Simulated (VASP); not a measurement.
Wanted: the native input for a VASP 6.6.1 run.

```
Task                   : single point
Functional             : PBE
Potentials or basis    : VASP PAW PBE potentials, release 64 (Al, N)
Cutoff                 : 520 eV
k mesh                 : 6 × 6 × 6
Occupations            : gaussian, width 0.01 eV
Spin                   : no spin polarisation
Dipole correction      : no
Further INCAR settings : ALGO = Normal; EDIFF = 1e-06; NBANDS = 11
```

The structure of AlN lies in POSCAR:

```
AlN
1.0
    0.0068330943      2.2125886018      2.2125558465
    2.1598671499     -0.0141415492      2.2334057102
    2.1596851358      2.2334917630     -0.0142017685
Al N
1 1
Direct
   -0.0060221109     -0.0109616493      0.0005599189
    0.7515648169      0.7285965783      0.7404194024
```

One way to write it, as run:

INCAR

```
PREC = Accurate
ENCUT = 520
EDIFF = 1E-6
ISMEAR = 0
SIGMA = 0.01
LREAL = F
LASPH = T
NELM = 80
ALGO = Normal
ISIF = 2
LWAVE = F
LCHARG = T
GGA = PE
LELF = T
LVHAR = T
NBANDS = 11
```

KPOINTS

```
Automatic mesh
0
Gamma
  6 6 6
```

Potentials or basis: VASP PAW PBE potentials, release 64 (Al, N).

Command:

```console
$ cat potpaw_PBE.64/Al/POTCAR potpaw_PBE.64/N/POTCAR > POTCAR
$ mpirun -np 1 vasp_std > vasp.out
```

It gave:

| Property | Result |
| --- | --- |
| Pressure | -1.3 GPa |
| Largest force | 0.470 eV/Å |
| Band gap on the k mesh | 3.09 eV, indirect (least direct gap 3.81 eV) |

It took 15 s on 1 thread of Intel(R) Xeon(R) Platinum 8488C (Sapphire Rapids), on a shared host, peak memory 0.15 GiB.
